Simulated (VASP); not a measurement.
ZnSe3:

```xyz
4
Lattice="-2.6853 2.6853 3.3113 2.6853 -2.6853 3.3113 2.6853 2.6853 -3.3113" Properties=species:S:1:pos:R:3 pbc="T T T"
Zn    0.0000    0.0000    3.3113
Se    0.0000    2.6853    0.0000
Se    2.6853    0.0000    0.0000
Se    0.0000    0.0000    0.0000
```

| Quantity | Value |
| --- | --- |
| Program | VASP 6.6.1 |
| Task | relaxation of cell and atoms |
| Functional | PBE |
| Potentials or basis | VASP PAW PBE potentials, release 64 (Zn, Se) |
| Cutoff | 500 eV |
| k mesh | 4 × 4 × 4 |
| Occupations | gaussian, width 0.1 eV |
| Spin | no spin polarisation |

At the start: pressure -2.8 GPa; volume 23.88 Å³/atom.

How do energy, volume and symmetry change on relaxing?

Over 8 steps the energy falls by 96.7 meV/atom and the volume is 21.00 Å³/atom (-12.1 %); space group I4/mmm (No. 139, to 0.05 Å).

The path:
```tsv
step	energy change (eV)	largest force (eV/Å)	pressure (GPa)	volume (Å³)
1	0.0000	0.0000	-2.84	95.51
2	-0.1833	0.0000	-1.09	89.74
3	-0.0147	0.0000	12.62	73.27
4	-0.3038	0.0000	1.59	84.20
5	-0.3142	0.0000	3.16	81.90
6	-0.3639	0.0000	2.43	81.49
7	-0.3680	0.0000	2.38	81.34
8	-0.3867	0.0000	0.08	83.99
```

Final structure:
```cif
data_structure
_symmetry_space_group_name_H-M 'P 1'
_symmetry_Int_Tables_number 1
_cell_length_a 4.7805
_cell_length_b 4.7805
_cell_length_c 4.7805
_cell_angle_alpha 110.716
_cell_angle_beta 110.716
_cell_angle_gamma 107.009
_cell_volume 83.99
loop_
_atom_site_label
_atom_site_type_symbol
_atom_site_fract_x
_atom_site_fract_y
_atom_site_fract_z
_atom_site_occupancy
Zn1 Zn 0.50000 0.50000 0.00000 1
Se1 Se 0.50000 0.00000 0.50000 1
Se2 Se 0.00000 0.50000 0.50000 1
Se3 Se 0.00000 0.00000 0.00000 1
```

Caveat: the k points lie up to 0.41 Å⁻¹ apart in the final cell.
